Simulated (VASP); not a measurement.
# HfB in VASP: notebook, part 2 of 2

VASP 6.6.1. Earlier steps stand in the parts before.

## Step 4: Single point, PBE (biaxial strain in the a-b plane: +1.5 %)

Input file INCAR:

```
ALGO = Normal
EDIFF = 1E-6
ENCUT = 520
GGA = PE
ISIF = 2
ISMEAR = 0
LASPH = True
LCHARG = False
LREAL = False
LWAVE = False
NBANDS = 21
NELM = 100
PREC = Accurate
SIGMA = 0.1
```

Input file KPOINTS:

```
k-points
0
Gamma
  12 12 10
```

Input file POSCAR:

```
HfB
1.0
    2.4531517791      2.4531517791      0.0000000000
   -2.4531517791      2.4531517791      0.0000000000
    0.0000000000      0.0000000000      4.7902924395
Hf B
2 2
Direct
    0.5000000000      0.5000000000      0.0000000000
    0.0000000000      0.0000000000      0.5000000000
    0.0000000000      0.0000000000      0.0000000000
    0.5000000000      0.5000000000      0.5000000000
```

Potentials or basis: VASP PAW PBE potentials, release 64 (Hf_pv, B).

On the command line:

```sh
$ cat potpaw_PBE.64/Hf_pv/POTCAR potpaw_PBE.64/B/POTCAR > POTCAR
$ mpirun -np 1 vasp_std > vasp.out
```

OUTCAR:

```text
EDIFF = 1E-6
   ENCUT = 520
   GGA = PE
   ISIF = 2
   ISMEAR = 0
   LASPH = True
   LREAL = False
   NELM = 100
   PREC = Accurate

 ion  position               nearest neighbor table
   1  0.500  0.500  0.000-   4 2.40   4 2.40   3 2.45   3 2.45   3 2.45   3 2.45   2 3.43   2 3.43
                             2 3.43   2 3.43   2 3.43   2 3.43   2 3.43   2 3.43
   2  0.000  0.000  0.500-   3 2.40   3 2.40   4 2.45   4 2.45   4 2.45   4 2.45   1 3.43   1 3.43
                             1 3.43   1 3.43   1 3.43   1 3.43   1 3.43   1 3.43
   3  0.000  0.000  0.000-   2 2.40   2 2.40   1 2.45   1 2.45   1 2.45   1 2.45
   4  0.500  0.500  0.500-   1 2.40   1 2.40   2 2.45   2 2.45   2 2.45   2 2.45

  LATTYP: Found a simple tetragonal cell.
 ALAT       =     3.4692805166
 C/A-ratio  =     1.3807740298

  Lattice vectors:

 A1 = (   2.4531517791,   2.4531517791,   0.0000000000)
 A2 = (  -2.4531517791,   2.4531517791,   0.0000000000)
 A3 = (   0.0000000000,   0.0000000000,   4.7902924395)

Analysis of symmetry for initial positions (statically):
=====================================================================
 Subroutine PRICEL returns following result:

  LATTYP: Found a body centered tetragonal cell.
 ALAT       =     3.4692805166
 C/A-ratio  =     1.3807740298

  Lattice vectors:

 A1 = (   0.0000000000,  -2.4531517791,  -2.3951462198)
 A2 = (   0.0000000000,   2.4531517791,  -2.3951462197)
 A3 = (   2.4531517791,   0.0000000000,   2.3951462198)

   2 primitive cells build up your supercell.

 Routine SETGRP: Setting up the symmetry group for a
 simple tetragonal supercell.

 Subroutine GETGRP returns: Found 16 space group operations
 (whereof 16 operations were pure point group operations)
 out of a pool of 16 trial point group operations.

The static configuration has the point symmetry D_4h.

Analysis of symmetry for dynamics (positions and initial velocities):
=====================================================================
 Subroutine PRICEL returns following result:

  LATTYP: Found a body centered tetragonal cell.
 ALAT       =     3.4692805166
 C/A-ratio  =     1.3807740298

  Lattice vectors:

 A1 = (   0.0000000000,  -2.4531517791,  -2.3951462198)
 A2 = (   0.0000000000,   2.4531517791,  -2.3951462197)
 A3 = (   2.4531517791,   0.0000000000,   2.3951462198)

   2 primitive cells build up your supercell.

 Routine SETGRP: Setting up the symmetry group for a
 simple tetragonal supercell.

 Subroutine GETGRP returns: Found 16 space group operations
 (whereof 16 operations were pure point group operations)
 out of a pool of 16 trial point group operations.

The dynamic configuration has the point symmetry D_4h.

 Subroutine INISYM returns: Found 16 space group operations
 (whereof 16 operations are pure point group operations),
 and found     2 'primitive' translations

----------------------------------------------------------------------------------------

                                     Primitive cell

  volume of cell :      28.8278

  direct lattice vectors                    reciprocal lattice vectors
     0.000000000 -2.453151779 -2.395146220     0.203819431 -0.203819431 -0.208755522
     0.000000000  2.453151779 -2.395146220     0.203819431  0.203819431 -0.208755522
[... 37 lines left out ...]

 Found    168 irreducible k-points:

 Following reciprocal coordinates:
            Coordinates               Weight
  0.000000  0.000000  0.000000      1.000000
  0.083333  0.000000  0.000000      4.000000
  0.166667  0.000000  0.000000      4.000000
  0.250000  0.000000  0.000000      4.000000
  0.333333  0.000000  0.000000      4.000000
  0.416667  0.000000  0.000000      4.000000
[... 16 lines left out ...]
  0.333333  0.333333  0.000000      4.000000
  0.416667  0.333333  0.000000      8.000000
 [... further k-points ...]
   k-points           NKPTS =    168   k-points in BZ     NKDIM =    168   number of bands    NBANDS=     21
   number of dos      NEDOS =    301   number of ions     NIONS =      4
   total plane-waves  NPLWV =  28224
   dimension x,y,z NGX =    28 NGY =   28 NGZ =   36
   dimension x,y,z NGXF=    56 NGYF=   56 NGZF=   72
   ions per type =               2   2
   NGX,Y,Z   is equivalent  to a cutoff of  13.42, 13.42, 12.49 a.u.
   NGXF,Y,Z  is equivalent  to a cutoff of  26.83, 26.83, 24.99 a.u.
 SYSTEM =  unknown system
   PREC   = accura    normal or accurate (medium, high low for compatibility)
   ISTART =      0    job   : 0-new  1-cont  2-samecut
   ICHARG =      2    charge: 1-file 2-atom 10-const
   ISPIN  =      1    spin polarized calculation?
   LNONCOLLINEAR =      F non collinear calculations
   LSORBIT =      F    spin-orbit coupling
   LASPH  =      T    aspherical Exc in radial PAW
   ENCUT  =  520.0 eV  38.22 Ry    6.18 a.u.   6.45  6.45  8.91*2*pi/ulx,y,z
   NELM   =    100;   NELMIN=  2; NELMDL= -5     # of ELM steps
   EDIFF  = 0.1E-05   stopping-criterion for ELM
   LREAL  =      F    real-space projection
   EDIFFG = 0.1E-04   stopping-criterion for IOM
   NSW    =      0    number of steps for IOM
   IBRION =     -1    ionic relax: 0-MD 1-quasi-New 2-CG
   NFREE  =      0    steps in history (QN), initial steepest desc. (CG)
   ISIF   =      2    stress and relaxation
   ISYM   =      2    0-nonsym 1-usesym 2-fastsym
   POTIM  = 0.5000    time-step for ionic-motion
   TEBEG  =    0.0;   TEEND  =   0.0 temperature during run
   PSTRESS=    0.0 pullay stress
   NELECT =      26.0000    total number of electrons
   NUPDOWN=      -1.0000    fix difference up-down
   EMIN   =  10.00;   EMAX   =-10.00  energy-range for DOS
   EFERMI =   0.00;   METHOD = LEGACY
   ISMEAR =     0;   SIGMA  =   0.10  broadening in eV -4-tet -1-fermi 0-gaus
   EFERMI_NEDOS =   21; number of points for ismear=-14 and -15
   IALGO  =     38    algorithm
   IMIX   =      4    mixing-type and parameters
     AMIX     =   0.40;   BMIX     =  1.00
     AMIX_MAG =   1.60;   BMIX_MAG =  1.00
  volume/ion in A,a.u.               =      14.41        97.27
  Fermi-wavevector in a.u.,A,eV,Ry     =   1.255410  2.372381 21.443528  1.576055
  Thomas-Fermi vector in A             =   2.389168
   LORBIT       =      0    0 simple, 1 ext, 2 COOP (PROOUT), +10 PAW based schemes
   GGA     = PE    functional components
   LHFCALC =     F    Hartree Fock is set to
   AEXX    =    0.0000 exact exchange contribution
   IVDW    =     0    specifies the selected vdW correction
   LEPSILON=     F    determine dielectric tensor
   LRPA    =     F    only Hartree local field effects (RPA)
 non-spin polarized calculation
 Gauss-broadening in eV      SIGMA  =   0.10
  energy-cutoff  :      520.00
  volume of cell :       57.66
 maximum number of plane-waves:      1582
 NGX is ok and might be reduce to    28
   NGX = 13   NGY = 13   NGZ = 17

 number of electron      25.9999994 magnetization

 Free energy of the ion-electron system (eV)
  ---------------------------------------------------
  ext. energy  EPLUGINS =         0.00000000
  ---------------------------------------------------
  free energy    TOTEN  =       -34.89645067 eV

  energy without entropy =      -34.88622368  energy(sigma->0) =      -34.89133718

 E-fermi :   4.1576     XC(G=0): -11.5730

 val. band max:        4.1541854885   @ k =   0.5000   0.3333   0.3000
 cond. band min:       4.1691666552   @ k =   0.4167   0.4167   0.3000
 fundamental gap:      0.0149811667
 Fermi energy:         4.1575505167

 k-point     1 :       0.0000    0.0000    0.0000
  band No.  band energies     occupation
      1     -25.3192      2.00000
      2     -25.1258      2.00000
      3     -25.1258      2.00000
      4     -24.9689      2.00000
      5     -24.9689      2.00000
      6     -24.9453      2.00000
[... 565 lines left out ...]
     20      10.8480      0.00000
     21      10.9318      0.00000

 [... further k-points ...]

------------------------ aborting loop because EDIFF is reached ----------------------------------------

  FORCE on cell =-STRESS in cart. coord.  units (eV):
  Direction    XX          YY          ZZ          XY          YZ          ZX
  --------------------------------------------------------------------------------------
  -------------------------------------------------------------------------------------
  Total       -2.0769539     -2.0769539      0.7794511      0.0000000      0.0000000      0.0000000
  in kB      -57.7160470    -57.7160470     21.6600080      0.0000000      0.0000000      0.0000000
  external PRESSURE =     -31.2573620 kB  Pullay stress =       0.0000000 kB

 VOLUME and BASIS-vectors are now :
 -----------------------------------------------------------------------------
  energy-cutoff  :      520.00
  volume of cell :       57.66
      direct lattice vectors                 reciprocal lattice vectors
     2.453151779  2.453151779  0.000000000     0.203819431  0.203819431  0.000000000
    -2.453151779  2.453151779  0.000000000    -0.203819431  0.203819431  0.000000000
     0.000000000  0.000000000  4.790292439     0.000000000  0.000000000  0.208755522

 POSITION                                       TOTAL-FORCE (eV/Angst)
 -----------------------------------------------------------------------------------
      0.00000      2.45315      0.00000        -0.000000      0.000000     -0.000000
      0.00000      0.00000      2.39515         0.000000     -0.000000     -0.000000
      0.00000      0.00000      0.00000         0.000000     -0.000000     -0.000000
      0.00000      2.45315      2.39515         0.000000     -0.000000      0.000000
 -----------------------------------------------------------------------------------
    total drift:                               -0.000000      0.000000     -0.000000

  FREE ENERGIE OF THE ION-ELECTRON SYSTEM (eV)
  ---------------------------------------------------
  free  energy   TOTEN  =       -34.8964506682 eV

  energy  without entropy=      -34.8862236830  energy(sigma->0) =      -34.89133718
```

OSZICAR:

```text
N       E                     dE             d eps       ncg     rms          rms(c)
DAV:   1     0.710015651143E+02    0.71002E+02   -0.14175E+04  7072   0.119E+03
DAV:   2    -0.348090410555E+02   -0.10581E+03   -0.10198E+03  8834   0.271E+02
DAV:   3    -0.384010786588E+02   -0.35920E+01   -0.35333E+01  9219   0.344E+01
DAV:   4    -0.384308971784E+02   -0.29819E-01   -0.29783E-01  8888   0.362E+00
DAV:   5    -0.384311680359E+02   -0.27086E-03   -0.27083E-03  8995   0.320E-01    0.736E+01
DAV:   6    -0.350032477943E+02    0.34279E+01   -0.12115E+01  7691   0.136E+01    0.470E+01
DAV:   7    -0.349635228029E+02    0.39725E-01   -0.20281E+00  8649   0.694E+00    0.102E+01
DAV:   8    -0.348968747826E+02    0.66648E-01   -0.35426E-01  7886   0.254E+00    0.133E+00
DAV:   9    -0.348964767386E+02    0.39804E-03   -0.11060E-02  8670   0.648E-01    0.332E-01
DAV:  10    -0.348964521619E+02    0.24577E-04   -0.25666E-04  8818   0.925E-02    0.355E-02
DAV:  11    -0.348964524890E+02   -0.32710E-06   -0.11215E-05  9140   0.173E-02    0.345E-02
DAV:  12    -0.348964506075E+02    0.18815E-05   -0.27344E-06  7880   0.108E-02    0.265E-03
DAV:  13    -0.348964506682E+02   -0.60711E-07   -0.20704E-07  5283   0.284E-03
   1 F= -.34896451E+02 E0= -.34891337E+02  d E =-.102270E-01
```

stdout:

```text
POSCAR found type information on POSCAR HfB
 POSCAR found :  2 types and       4 ions
 scaLAPACK will be used
 LDA part: xc-table for (Slater+PW92), standard interpolation
 POSCAR, INCAR and KPOINTS ok, starting setup
 FFT: planning ... GRIDC
 FFT: planning ... GRID_SOFT
 FFT: planning ... GRID
 WAVECAR not read
 entering main loop
```

It took 61 s on 1 thread of Intel Xeon 6975P-C (Granite Rapids), shared host; peak memory 0.31 GiB.

What came out:

- Free energy: -34.8965 eV
- Pressure: -3.1 GPa
- Band gap on the k mesh: zero (band 13 reaches 6.11 eV, above the bottom of band 14 at 2.85 eV)

Caveat: the cell differs from its parent crystal (biaxial strain in the a-b plane: +1.5 %); spin-orbit coupling is left out, which moves the levels of the heavy elements.

## Step 5: Overview

| cell | gap on the mesh (eV) | pressure (GPa) |
| --- | --- | --- |
| a = 3.367, b = 3.367, c = 4.877 Å, 4 atoms | none | 4.1 |
| a = 3.418, b = 3.418, c = 4.834 Å, 4 atoms | none | 0.1 |
| a = 3.469, b = 3.469, c = 4.790 Å, 4 atoms | none | -3.1 |

Alike in all rows: task single point; level PBE; potentials or basis VASP PAW PBE potentials, release 64 (Hf_pv, B); no spin polarisation; k mesh 12 × 12 × 10; cutoff (eV) 520; smearing gaussian 0.1 eV.

Caveats: spin-orbit coupling is left out, which moves the levels of the heavy elements.

Absolute energies hang on the potentials; compare differences alone.
